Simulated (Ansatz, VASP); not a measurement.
# Co in VASP and in Ansatz

Contents of POSCAR:

```
Co
1.0
    2.5200971126      0.0000000000      0.0000000000
   -1.2600485563      2.1824681195      0.0000000000
    0.0000000000      0.0000000000      4.1167599708
Co
2
Direct
    0.3333333333      0.6666666667      0.7401390000
    0.6666666667      0.3333333333      0.2598610000
```

File INCAR.step1:

```
SYSTEM = Co
  PREC = Accurate
  ENCUT = 520
  ISMEAR = -1
  SIGMA = 0.05
  LREAL = .False.
  LASPH = .True.
  NELM = 150
  ISPIN = 2
  MAGMOM = 2 2
  LMAXMIX = 4
  NBANDS = 20
  GGA = PE
  ALGO = Normal
  EDIFF = 1E-4
  LWAVE = .True.
  LCHARG = .False.
```

File INCAR.step2:

```
SYSTEM = Co
  PREC = Accurate
  ENCUT = 520
  EDIFF = 1E-7
  ISMEAR = -1
  SIGMA = 0.05
  LREAL = .False.
  LASPH = .True.
  NELM = 150
  ALGO = Normal
  ISIF = 2
  LWAVE = .False.
  LCHARG = .False.
  ISPIN = 2
  MAGMOM = 2 2
  LORBIT = 11
  LMAXMIX = 4
  METAGGA = R2SCAN
  LMIXTAU = .True.
  NBANDS = 20
  ISTART = 1
```

KPOINTS

```
regular mesh
0
Gamma
  12 12 7
  0 0 0
```

File input.yaml:

```yaml
crystal:
  lattice:
    - [2.5200971126, 0.0, 0.0]
    - [-1.2600485563, 2.1824681195, 0.0]
    - [0.0, 0.0, 4.1167599708]
  atoms:
    - { symbol: Co, position: [0.3333333333, 0.6666666667, 0.740139], spin: 2.0 }
    - { symbol: Co, position: [0.6666666667, 0.3333333333, 0.259861], spin: 2.0 }
hamiltonian:
  xc: r2scan
  pseudopotentials: { kind: paw }
magnetization:
  spin_polarized: true
kpoints:
  mp_grid: { grid: [12, 12, 7] }
scf:
  occupations: { method: fermi_dirac, width: 0.05 }
output:
  forces: true
  stress: true
  eigenvalues: true
  write_density: true
  write_potential: true
  elf: true
  volumetric_format: npy
```

Alike in both runs: task single point; functional r2SCAN; k mesh 12 × 12 × 7; occupations fermi-dirac, width 0.05 eV; collinear spin.

|  | VASP | Ansatz |
| --- | --- | --- |
| version | VASP 6.6.1 | Ansatz 0.2.0 |
| potentials or method | VASP PAW PBE potentials, release 64 (Co) | Ansatz PAW |
| plane-wave cutoff (eV) | 520 | 500 |
| valence electrons in the cell | 18 | 34 |

```tsv
	VASP	Ansatz	Ansatz less VASP
gap on the k mesh at the Fermi level (eV)	none	none	-
pressure (GPa)	-11.0	-11.2	-0.14
traceless stress, the component that is largest in VASP (GPa)	1.14	1.15	+0.018
rms of the force components (eV/Å)	0.042	0.045	+0.0027
net moment per atom (μB)	1.80	1.80	+0.003
size of the moment on the site where the two differ most (μB)	1.87	1.95	+0.076
```

VASP's potentials were made for PBE, not for r2SCAN. Site moments also hang on the region over which each program counts them. Atom by atom the forces differ by 0.003 eV/Å (rms over components). A gap of «none» marks a metal or a gap that the smearing closes. VASP's potentials hold 18 valence electrons a cell and Ansatz's 34, so a difference there can come from the potentials and not from the codes.

Noted on Ansatz's run: the magnetic or orbital state may not be the lowest.
